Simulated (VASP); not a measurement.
A run of VASP 6.6.1:

POSCAR

```
Sn
1.0
   -2.9482820713      2.9504023647      1.5888172584
    2.9504023647     -2.9482820713      1.5888172584
    2.9460530987      2.9460530987     -1.5849306448
Sn
2
Direct
    0.0000251473      0.9999748527      0.0000000000
    0.7499748527      0.2500251473      0.5000000000
```

The input INCAR.step1:

```
SYSTEM = Sn
  ALGO = Normal
  EDIFF = 1E-4
  ENCUT = 520
  GGA = PE
  ISMEAR = -1
  LASPH = .TRUE.
  LCHARG = .FALSE.
  LREAL = .FALSE.
  LWAVE = .TRUE.
  NBANDS = 21
  NELM = 60
  PREC = Accurate
  SIGMA = 0.1
```

Contents of INCAR.step2:

```
SYSTEM = Sn
  ALGO = Normal
  EDIFF = 1E-6
  ENCUT = 520
  ISIF = 2
  ISMEAR = -1
  ISTART = 1
  LASPH = .TRUE.
  LCHARG = .TRUE.
  LELF = .TRUE.
  LMIXTAU = .TRUE.
  LREAL = .FALSE.
  LVHAR = .TRUE.
  LWAVE = .FALSE.
  METAGGA = R2SCAN
  NBANDS = 21
  NELM = 60
  PREC = Accurate
  SIGMA = 0.1
```

KPOINTS

```
k-points
0
G
  3 3 2
  0 0 0
```

Potentials or basis: VASP PAW PBE potentials, release 64 (Sn_d).

Command:

```bash
$ cat potpaw_PBE.64/Sn_d/POTCAR > POTCAR
$ cp INCAR.step1 INCAR
$ mpirun -np 1 vasp_std > vasp.out
$ cp INCAR.step2 INCAR
$ mpirun -np 1 vasp_std > vasp.out
```

Hardware: 1 thread of Intel Xeon 6975P-C, with other jobs on the host.

Q: How long does it take, and how much memory?

A: Wall time 41 s on 1 thread of Intel Xeon 6975P-C (shared host), peak memory 0.21 GiB. Counts: k points 8.
